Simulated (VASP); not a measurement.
Set up this calculation in VASP 6.6.1, as the native input.

```
Task                   : single point
Functional             : PBE
Potentials or basis    : VASP PAW PBE potentials, release 64 (Mo_sv, Ru_pv)
Cutoff                 : 520 eV
k mesh                 : 6 × 6 × 1
Occupations            : gaussian, width 0.1 eV
Spin                   : no spin polarisation
Dipole correction      : no
Further INCAR settings : ALGO = Fast; EDIFF = 1e-06; NBANDS = 81
```

The structure of Mo2Ru3 lies in POSCAR:

```
Mo2Ru3
1.0
    2.7645907000      0.0000000000      0.0000000000
   -1.3822953000      2.3942058000      0.0000000000
    0.0000000000      0.0000000000     22.0135456000
Mo Ru
4 6
Direct
    0.3333333000      0.6666667000      0.6487150000
    0.3333333000      0.6666667000      0.8512850000
    0.6666667000      0.3333333000      0.1487150000
    0.6666667000      0.3333333000      0.3512850000
    0.3333333000      0.6666667000      0.0495970000
    0.3333333000      0.6666667000      0.2500000000
    0.3333333000      0.6666667000      0.4504030000
    0.6666667000      0.3333333000      0.7500000000
    0.6666667000      0.3333333000      0.9504030000
    0.6666667000      0.3333333000      0.5495970000
```

One way to write it, as run:

INCAR

```
SYSTEM = Mo2Ru3
PREC = Accurate
ENCUT = 520
EDIFF = 1E-6
ISMEAR = 0
SIGMA = 0.1
LREAL = .FALSE.
LASPH = .TRUE.
NELM = 60
ALGO = Fast
ISIF = 2
LWAVE = .FALSE.
LCHARG = .FALSE.
GGA = PE
NBANDS = 81
```

KPOINTS

```
regular mesh
0
G
  6 6 1
  0 0 0
```

Potentials or basis: VASP PAW PBE potentials, release 64 (Mo_sv, Ru_pv).

Run with:

```sh
$ cat potpaw_PBE.64/Mo_sv/POTCAR potpaw_PBE.64/Ru_pv/POTCAR > POTCAR
$ mpirun -np 1 vasp_std > vasp.out
```

It gave:

```yaml
Pressure: 0.5 GPa
Largest_force: 0.224 eV/Å
Band_gap_on_the_k_mesh: zero (band 70 reaches 13.74 eV, above the bottom of band 71 at 11.44 eV)
```

Caveat: the k points lie up to 0.44 Å⁻¹ apart.

It took 6.4 min on 1 thread of AMD EPYC 7R13, with other jobs on the host, peak memory 0.29 GiB.
